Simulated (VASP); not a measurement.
# Rh (P6/mmm) in VASP: a series of runs

Rh is run at these levels: r2SCAN; tasks: relaxation of cell and atoms, single point.

All numbers are computed with VASP 6.6.1; they aren't measurements. Logs are shortened: lines on timing, memory, paths and dates and some standing lists are left out, and cuts for length are marked.

## (1) The cell of the first run

It takes space group P6/mmm (No. 191, hexagonal). The conventional cell has a = 4.490 Å, b = 4.490 Å, c = 2.752 Å, α = 90.00°, β = 90.00°, γ = 120.00°. Rh (site symmetry 6/mmm) has 14 Rh at 2.75 to 2.93 Å within 3.6 Å. Within 3.4 Å of Rh (site symmetry -6m2) lie 11 Rh at 2.59 to 2.93 Å.

## (2) Relaxation of cell and atoms, r2SCAN

POSCAR

```
Rh
1.0
    4.4895314866      0.0000000000      0.0000000000
   -2.2447657433      3.8880483185      0.0000000000
    0.0000000000      0.0000000000      2.7522779983
Rh
3
Direct
    0.0000000000      0.0000000000      0.0000000000
    0.3333333333      0.6666666667      0.5000000000
    0.6666666667      0.3333333333      0.5000000000
```

INCAR.step1

```
SYSTEM = Rh
PREC = Accurate ; ENCUT = 600
ISMEAR = 0 ; SIGMA = 0.1
LREAL = .FALSE. ; LASPH = .TRUE.
NELM = 100 ; GGA = PE
ALGO = Normal ; EDIFF = 1E-4
LWAVE = .TRUE. ; LCHARG = .FALSE.
```

INCAR.step2

```
SYSTEM = Rh
PREC = Accurate ; ENCUT = 600
EDIFF = 1E-7 ; ISMEAR = 0
SIGMA = 0.1 ; LREAL = .FALSE.
LASPH = .TRUE. ; NELM = 100
ALGO = Normal ; ISIF = 3
LWAVE = .FALSE. ; LCHARG = .FALSE.
METAGGA = R2SCAN ; LMIXTAU = .TRUE.
IBRION = 2 ; NSW = 90
EDIFFG = -0.04 ; ISTART = 1
```

KPOINTS

```
regular mesh
0
G
  6 6 6
  0 0 0
```

Potentials or basis: VASP PAW PBE potentials, release 64 (Rh_pv).

The run is started by

```sh
$ cat potpaw_PBE.64/Rh_pv/POTCAR > POTCAR
$ cp INCAR.step1 INCAR
$ mpirun -np 1 vasp_std > vasp.out
$ cp INCAR.step2 INCAR
$ mpirun -np 1 vasp_std > vasp.out
```

OUTCAR:

```text
SYSTEM = Rh
   PREC = Accurate
   ENCUT = 600
   EDIFF = 1E-7
   ISMEAR = 0
   LREAL = .FALSE.
   LASPH = .TRUE.
   NELM = 100
   ISIF = 3
   METAGGA = R2SCAN
   IBRION = 2
   NSW = 90
   EDIFFG = -0.04
   ISTART = 1

 ion  position               nearest neighbor table
   1  0.000  0.000  0.000-   2 2.93   3 2.93   2 2.93   3 2.93   3 2.93   3 2.93   2 2.93   2 2.93
                             3 2.93   3 2.93   2 2.93   2 2.93
   2  0.333  0.667  0.500-   3 2.59   3 2.59   3 2.59   1 2.93   1 2.93   1 2.93   1 2.93   1 2.93
                             1 2.93
   3  0.667  0.333  0.500-   2 2.59   2 2.59   2 2.59   1 2.93   1 2.93   1 2.93   1 2.93   1 2.93
                             1 2.93

  LATTYP: Found a hexagonal cell.
 ALAT       =     4.4895314866
 C/A-ratio  =     0.6130434783

  Lattice vectors:

 A1 = (   4.4895314866,   0.0000000000,   0.0000000000)
 A2 = (  -2.2447657433,   3.8880483185,   0.0000000000)
 A3 = (   0.0000000000,   0.0000000000,   2.7522779983)

Analysis of symmetry for initial positions (statically):
=====================================================================
 Subroutine PRICEL returns:
 Original cell was already a primitive cell.

 Routine SETGRP: Setting up the symmetry group for a
 hexagonal supercell.

 Subroutine GETGRP returns: Found 24 space group operations
 (whereof 24 operations were pure point group operations)
 out of a pool of 24 trial point group operations.

The static configuration has the point symmetry D_6h.

Analysis of symmetry for dynamics (positions and initial velocities):
=====================================================================
 Subroutine PRICEL returns:
 Original cell was already a primitive cell.

 Routine SETGRP: Setting up the symmetry group for a
 hexagonal supercell.

 Subroutine GETGRP returns: Found 24 space group operations
 (whereof 24 operations were pure point group operations)
 out of a pool of 24 trial point group operations.

The dynamic configuration has the point symmetry D_6h.

 Subroutine INISYM returns: Found 24 space group operations
 (whereof 24 operations are pure point group operations),
 and found     1 'primitive' translations

----------------------------------------------------------------------------------------

                                     Primitive cell

  volume of cell :      48.0424

  direct lattice vectors                    reciprocal lattice vectors
     4.489531487  0.000000000  0.000000000     0.222740391  0.128599225  0.000000000
    -2.244765743  3.888048319  0.000000000     0.000000000  0.257198450  0.000000000
     0.000000000  0.000000000  2.752277998     0.000000000  0.000000000  0.363335390

  length of vectors
     4.489531487  4.489531487  2.752277998     0.257198450  0.257198450  0.363335390

  position of ions in fractional coordinates (direct lattice)
     0.000000000  0.000000000  0.000000000
     0.333333333  0.666666667  0.500000000
     0.666666667  0.333333333  0.500000000

  ion indices of the primitive-cell ions
   primitive index   ion index
                 1           1
                 2           2
                 3           3

----------------------------------------------------------------------------------------

 KPOINTS: regular mesh

Automatic generation of k-mesh.
 Grid dimensions read from file:
 generate k-points for:    6    6    6

 Generating k-lattice:

  Cartesian coordinates                     Fractional coordinates (reciprocal lattice)
     0.037123399  0.021433204  0.000000000     0.166666667 -0.000000000  0.000000000
     0.000000000  0.042866408  0.000000000     0.000000000  0.166666667  0.000000000
     0.000000000  0.000000000  0.060555898     0.000000000  0.000000000  0.166666667

  Length of vectors
     0.042866408  0.042866408  0.060555898

  Shift w.r.t. Gamma in fractional coordinates (k-lattice)
     0.000000000  0.000000000  0.000000000

 Subroutine IBZKPT returns following result:
 ===========================================

 Found     28 irreducible k-points:

 Following reciprocal coordinates:
            Coordinates               Weight
  0.000000  0.000000  0.000000      1.000000
  0.166667  0.000000  0.000000      6.000000
  0.333333 -0.000000  0.000000      6.000000
  0.500000 -0.000000  0.000000      3.000000
  0.166667  0.166667  0.000000      6.000000
  0.333333  0.166667  0.000000     12.000000
[... 16 lines left out ...]
  0.166667  0.000000  0.500000      6.000000
  0.333333 -0.000000  0.500000      6.000000
 [... further k-points ...]
   k-points           NKPTS =     28   k-points in BZ     NKDIM =     28   number of bands    NBANDS=     27
   number of dos      NEDOS =    301   number of ions     NIONS =      3
   total plane-waves  NPLWV =  31104
   dimension x,y,z NGX =    36 NGY =   36 NGZ =   24
   dimension x,y,z NGXF=    72 NGYF=   72 NGZF=   48
   ions per type =               3
   NGX,Y,Z   is equivalent  to a cutoff of  13.33, 13.33, 14.50 a.u.
   NGXF,Y,Z  is equivalent  to a cutoff of  26.66, 26.66, 28.99 a.u.
 SYSTEM =  Rh
   PREC   = accura    normal or accurate (medium, high low for compatibility)
   ISTART =      1    job   : 0-new  1-cont  2-samecut
   ICHARG =      0    charge: 1-file 2-atom 10-const
   ISPIN  =      1    spin polarized calculation?
   LNONCOLLINEAR =      F non collinear calculations
   LSORBIT =      F    spin-orbit coupling
   LASPH  =      T    aspherical Exc in radial PAW
   ENCUT  =  600.0 eV  44.10 Ry    6.64 a.u.   8.97  8.97  5.50*2*pi/ulx,y,z
   NELM   =    100;   NELMIN=  2; NELMDL=  0     # of ELM steps
   EDIFF  = 0.1E-06   stopping-criterion for ELM
   LREAL  =      F    real-space projection
   EDIFFG = -.4E-01   stopping-criterion for IOM
   NSW    =     90    number of steps for IOM
   IBRION =      2    ionic relax: 0-MD 1-quasi-New 2-CG
   NFREE  =      1    steps in history (QN), initial steepest desc. (CG)
   ISIF   =      3    stress and relaxation
   ISYM   =      2    0-nonsym 1-usesym 2-fastsym
   POTIM  = 0.5000    time-step for ionic-motion
   TEBEG  =    0.0;   TEEND  =   0.0 temperature during run
   PSTRESS=    0.0 pullay stress
   NELECT =      45.0000    total number of electrons
   NUPDOWN=      -1.0000    fix difference up-down
   EMIN   =  10.00;   EMAX   =-10.00  energy-range for DOS
   EFERMI =   0.00;   METHOD = LEGACY
   ISMEAR =     0;   SIGMA  =   0.10  broadening in eV -4-tet -1-fermi 0-gaus
   EFERMI_NEDOS =   21; number of points for ismear=-14 and -15
   IALGO  =     38    algorithm
   IMIX   =      4    mixing-type and parameters
     AMIX     =   0.40;   BMIX     =  1.00
     AMIX_MAG =   1.60;   BMIX_MAG =  1.00
  volume/ion in A,a.u.               =      16.01       108.07
  Fermi-wavevector in a.u.,A,eV,Ry     =   1.601784  3.026933 34.908640  2.565713
  Thomas-Fermi vector in A             =   2.698708
   LORBIT       =      0    0 simple, 1 ext, 2 COOP (PROOUT), +10 PAW based schemes
   METAGGA = R2SCAN    functional components
   LHFCALC =     F    Hartree Fock is set to
   AEXX    =    0.0000 exact exchange contribution
   IVDW    =     0    specifies the selected vdW correction
   LEPSILON=     F    determine dielectric tensor
   LRPA    =     F    only Hartree local field effects (RPA)
 conjugate gradient relaxation of ions
 non-spin polarized calculation
 Gauss-broadening in eV      SIGMA  =   0.10
  energy-cutoff  :      600.00
  volume of cell :       48.04
 maximum number of plane-waves:      1625
 NGX is ok and might be reduce to    36
   NGX = 17   NGY = 17   NGZ = 11

--------------------------------------- Ionic step        1  -------------------------------------------

 number of electron      45.0000010 magnetization

 Free energy of the ion-electron system (eV)
  ---------------------------------------------------
  ext. energy  EPLUGINS =         0.00000000
  ---------------------------------------------------
  free energy    TOTEN  =       -71.16730260 eV

  energy without entropy =      -71.13074583  energy(sigma->0) =      -71.14902421

 E-fermi :   9.1481     XC(G=0): -14.0584

 val. band max:        9.1256369932   @ k =   0.3333   0.1667   0.1667
 cond. band min:       9.1480765986   @ k =   0.1667   0.0000   0.5000
 fundamental gap:      0.0224396053
 Fermi energy:         9.1480552366

 k-point     1 :       0.0000    0.0000    0.0000
  band No.  band energies     occupation
      1     -38.8662      2.00000
      2     -38.8662      2.00000
      3     -38.5624      2.00000
      4     -38.5624      2.00000
      5     -38.3652      2.00000
      6     -38.3250      2.00000
[... 19 lines left out ...]
     26      17.1386      0.00000
     27      17.1386      0.00000
[... 667 lines left out ...]
      5     -38.5526      2.00000
      6     -38.4853      2.00000
[... 19 lines left out ...]
     26      12.6587      0.00000
     27      16.7775      0.00000

 [... further k-points ...]
[... 5 lines left out ...]
  --------------------------------------------------------------------------------------
  -------------------------------------------------------------------------------------
  Total       -7.5352052     -7.5352052     -6.0485222      0.0000000     -0.0000000     -0.0000000
  in kB     -251.2931732   -251.2931732   -201.7134630      0.0000000     -0.0000000     -0.0000000
  external PRESSURE =    -234.7666031 kB  Pullay stress =       0.0000000 kB

 VOLUME and BASIS-vectors are now :
 -----------------------------------------------------------------------------
  energy-cutoff  :      600.00
  volume of cell :       48.04
      direct lattice vectors                 reciprocal lattice vectors
     4.489531487  0.000000000  0.000000000     0.222740391  0.128599225  0.000000000
    -2.244765743  3.888048319  0.000000000     0.000000000  0.257198450  0.000000000
     0.000000000  0.000000000  2.752277998     0.000000000  0.000000000  0.363335390
[... 149 lines left out ...]
 POSITION                                       TOTAL-FORCE (eV/Angst)
 -----------------------------------------------------------------------------------
      0.00000      0.00000      0.00000         0.000000     -0.000000     -0.000000
     -0.00000      2.48101      1.32883         0.000000      0.000000      0.000000
      2.14862      1.24051      1.32883        -0.000000     -0.000000     -0.000000
 -----------------------------------------------------------------------------------
    total drift:                                0.000000      0.000000     -0.000000

  FREE ENERGIE OF THE ION-ELECTRON SYSTEM (eV)
  ---------------------------------------------------
  free  energy   TOTEN  =       -71.6347051004 eV

  energy  without entropy=      -71.6046229440  energy(sigma->0) =      -71.61966402

--------------------------------------- Ionic step        6  -------------------------------------------

 number of electron      45.0000008 magnetization

 Free energy of the ion-electron system (eV)
  ---------------------------------------------------
  ext. energy  EPLUGINS =         0.00000000
  ---------------------------------------------------
  free energy    TOTEN  =       -71.63501849 eV

  energy without entropy =      -71.60454199  energy(sigma->0) =      -71.61978024

 E-fermi :  11.1830     XC(G=0): -14.9509

 val. band max:       11.1721539884   @ k =   0.3333   0.1667   0.1667
 cond. band min:      11.1927013810   @ k =   0.3333   0.1667   0.0000
 fundamental gap:      0.0205473927
 Fermi energy:        11.1830361002

 k-point     1 :       0.0000    0.0000    0.0000
  band No.  band energies     occupation
      1     -37.2797      2.00000
      2     -37.2797      2.00000
      3     -36.8721      2.00000
      4     -36.8721      2.00000
      5     -36.6087      2.00000
      6     -36.5033      2.00000
[... 19 lines left out ...]
     26      20.0991      0.00000
     27      20.0991      0.00000
[... 667 lines left out ...]
      5     -36.8652      2.00000
      6     -36.6970      2.00000
[... 19 lines left out ...]
     26      15.0650      0.00000
     27      19.5160      0.00000

 [... further k-points ...]
[... 5 lines left out ...]
  --------------------------------------------------------------------------------------
  -------------------------------------------------------------------------------------
  Total        0.0311342      0.0311342     -0.0612681      0.0000000     -0.0000000      0.0000000
  in kB        1.1730921      1.1730921     -2.3084974      0.0000000     -0.0000000      0.0000000
  external PRESSURE =       0.0125623 kB  Pullay stress =       0.0000000 kB

 VOLUME and BASIS-vectors are now :
 -----------------------------------------------------------------------------
  energy-cutoff  :      600.00
  volume of cell :       42.52
      direct lattice vectors                 reciprocal lattice vectors
     4.291740712 -0.000000000 -0.000000000     0.233005689  0.134525897 -0.000000000
    -2.145870356  3.716756483 -0.000000000     0.000000000  0.269051794 -0.000000000
     0.000000000  0.000000000  2.665740832     0.000000000  0.000000000  0.375130241

 POSITION                                       TOTAL-FORCE (eV/Angst)
 -----------------------------------------------------------------------------------
     -2.14587      3.71676      2.66574        -0.000000      0.000000     -0.000000
     -0.00000      2.47784      1.33287        -0.000000      0.000000      0.000000
      2.14587      1.23892      1.33287         0.000000     -0.000000     -0.000000
 -----------------------------------------------------------------------------------
    total drift:                                0.000000      0.000000     -0.000000

  FREE ENERGIE OF THE ION-ELECTRON SYSTEM (eV)
  ---------------------------------------------------
  free  energy   TOTEN  =       -71.6350184928 eV

  energy  without entropy=      -71.6045419922  energy(sigma->0) =      -71.61978024

 reached required accuracy - stopping structural energy minimisation
```

It took 35 min on 1 thread of AMD EPYC 7R43 (Zen 3), shared host; peak memory 0.15 GiB.

What came out:

| Property | Result |
| --- | --- |
| Free energy | -71.6350 eV |
| Relaxed volume | 14.17 Å³/atom |
| Relaxed cell | a = 4.292 Å, b = 4.292 Å, c = 2.666 Å, α = 90.00°, β = 90.00°, γ = 120.00° |
| Space group after relaxing (to 0.05 Å) | P6/mmm (No. 191) |
| Energy gained by relaxing | 155.9 meV/atom |
| Ionic steps | 6 |
| Pressure after relaxing | 0.0 GPa |

The path:
```csv
step,energy change (eV),largest force (eV/Å),pressure (GPa),volume (Å³)
1,0.0000,0.0000,-23.48,48.04
2,2.1184,0.0000,115.49,33.50
3,-0.4641,0.0000,-2.45,42.91
4,-0.4670,0.0000,-0.79,42.64
5,-0.4674,0.0000,0.06,42.50
6,-0.4677,0.0000,0.00,42.52
```

Final structure:
```yaml
crystal:
  lattice:
    - [4.29174, 0.00000, 0.00000]
    - [-2.14587, 3.71676, 0.00000]
    - [0.00000, 0.00000, 2.66574]
  atoms:
    - { symbol: Rh, position: [0.00000, 0.00000, 0.00000] }
    - { symbol: Rh, position: [0.33333, 0.66667, 0.50000] }
    - { symbol: Rh, position: [0.66667, 0.33333, 0.50000] }
```

Levels at points of the mesh, in eV from the Fermi level:
```
           k point  band 21  band 22  band 23  band 24  band 25  band 26
(0.00, 0.00, 0.00)    -1.75    -1.64    -1.64     0.81     0.81     8.92
(0.50, 0.00, 0.00)    -0.20     0.08     0.13     0.13     0.55     0.88
(0.00, 0.00, 0.50)    -0.03     0.45     0.45     1.56     2.86     3.68
(0.50, 0.00, 0.50)    -0.36     0.19     0.54     1.20     3.17     3.73
```

Caveat: the k points lie up to 0.39 Å⁻¹ apart in the final cell; the PAW data sets were made with another functional, which shifts forces and pressure a little.

## (3) Single point, r2SCAN

POSCAR is that of step 2.

INCAR.step1

```
ALGO = Normal
EDIFF = 1E-4
ENCUT = 520
GGA = PE
ISMEAR = 0
LASPH = True
LCHARG = False
LREAL = False
LWAVE = True
NBANDS = 30
NELM = 100
PREC = Accurate
SIGMA = 0.1
```

INCAR.step2

```
ALGO = Normal
EDIFF = 1E-7
ENCUT = 520
ISIF = 2
ISMEAR = 0
ISTART = 1
LASPH = True
LCHARG = False
LMIXTAU = True
LREAL = False
LWAVE = False
METAGGA = R2SCAN
NBANDS = 30
NELM = 100
PREC = Accurate
SIGMA = 0.1
```

KPOINTS

```
k-points
0
Gamma
  6 6 6
```

Potentials or basis: VASP PAW PBE potentials, release 64 (Rh_pv).

The run is started by

```sh
$ cat potpaw_PBE.64/Rh_pv/POTCAR > POTCAR
$ cp INCAR.step1 INCAR
$ mpirun -np 1 vasp_std > vasp.out
$ cp INCAR.step2 INCAR
$ mpirun -np 1 vasp_std > vasp.out
```

It took 3.4 min on 1 thread of AMD EPYC 7R43 (Zen 3), shared host; peak memory 0.15 GiB.

It converged, with:

* Free energy: -71.1707 eV
* Pressure: -23.4 GPa

Stress tensor (GPa, compression positive):
```
-25.08   0.00   0.00
  0.00 -25.08   0.00
  0.00   0.00 -20.12
```

Levels at points of the mesh, in eV from the Fermi level:
| k point | band 19 | band 20 | band 21 | band 22 | band 23 | band 24 | band 25 | band 26 | band 27 | band 28 |
| --- | --- | --- | --- | --- | --- | --- | --- | --- | --- | --- |
| (0.00, 0.00, 0.00) | -2.05 | -1.35 | -1.35 | -1.26 | -1.26 | 0.64 | 0.64 | 7.99 | 7.99 | 8.07 |
| (0.50, 0.00, 0.00) | -1.17 | -1.10 | -0.17 | 0.07 | 0.11 | 0.12 | 0.44 | 0.69 | 1.48 | 8.26 |
| (0.00, 0.00, 0.50) | -1.90 | -0.04 | -0.04 | 0.32 | 0.32 | 1.33 | 2.60 | 3.36 | 9.58 | 10.25 |
| (0.50, 0.00, 0.50) | -1.11 | -0.58 | -0.29 | 0.11 | 0.48 | 1.00 | 3.08 | 3.39 | 6.83 | 7.28 |

Caveat: the k points lie up to 0.38 Å⁻¹ apart; the PAW data sets were made with another functional, which shifts forces and pressure a little.
